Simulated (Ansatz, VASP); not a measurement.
## Two plane-wave programs on KHgF2

Contents of INCAR:

```
PREC = Accurate
ENCUT = 600
EDIFF = 1E-6
ISMEAR = 0
SIGMA = 0.1
LREAL = F
LASPH = T
NELM = 80
ALGO = Normal
ISIF = 3
LWAVE = F
LCHARG = F
GGA = PE
IBRION = 2
NSW = 90
EDIFFG = -0.04
```

KPOINTS

```
Automatic mesh
0
Gamma
  4 4 6
```

File POSCAR:

```
KHgF2
1.0
    4.8845760337      0.0000000000      0.0000000000
    0.0000000000      4.8845760337      0.0000000000
    0.0000000000      0.0000000000      3.3253345579
K Hg F
1 1 2
Direct
    0.5000000000      0.5000000000      0.5000000000
    0.0000000000      0.0000000000      0.0000000000
    0.5000000000      0.0000000000      0.0000000000
    0.0000000000      0.5000000000      0.0000000000
```

Input for Ansatz:

```yaml
crystal:
  lattice:
    - [4.8845760337, 0.0, 0.0]
    - [0.0, 4.8845760337, 0.0]
    - [0.0, 0.0, 3.3253345579]
  atoms:
    - { symbol: K, position: [0.5, 0.5, 0.5] }
    - { symbol: Hg, position: [0.0, 0.0, 0.0] }
    - { symbol: F, position: [0.5, 0.0, 0.0] }
    - { symbol: F, position: [0.0, 0.5, 0.0] }
basis:
  ecutwfc: 420
kpoints:
  mp_grid: { grid: [4, 4, 6] }
hamiltonian:
  xc: pbe
scf:
  occupations: { method: gaussian, width: 0.1 }
  lower_state_search: "off"
output:
  forces: true
  stress: true
  eigenvalues: true
relax:
  adjacent_minimum: "off"
  f_tol: 0.04
  max_steps: 70
  cell: { stress_tol: 0.4 }
```

Alike in both runs: task relaxation of cell and atoms; functional PBE; k mesh 4 × 4 × 6; occupations gaussian, width 0.1 eV; no spin polarisation.

```csv
,VASP,Ansatz
version,VASP 6.6.1,Ansatz 0.2.0
potentials or method,"VASP PAW PBE potentials, release 64 (K_sv, Hg, F), cutoff 600 eV","scalar-relativistic, plane waves, PAW"
valence electrons in the cell,35,43
```

|  | VASP | Ansatz | Ansatz less VASP |
| --- | --- | --- | --- |
| gap on the k mesh at the Fermi level, each at its own relaxed structure (eV) | none | none | - |
| relaxed volume (Å³/atom) | 19.83 | 19.83 | 0.000 |
| relaxed length of the cell vector where the two differ most in proportion (Å) | 4.885 | 4.885 | 0.0000 |

A gap of «none» marks a metal or a gap that the smearing closes. VASP's potentials hold 35 valence electrons a cell and Ansatz's 43, so a difference there can come from the potentials and not from the codes.

Neither program's run includes spin-orbit coupling. Noted on VASP's run: the relaxation stopped at its first step, so nothing moved.
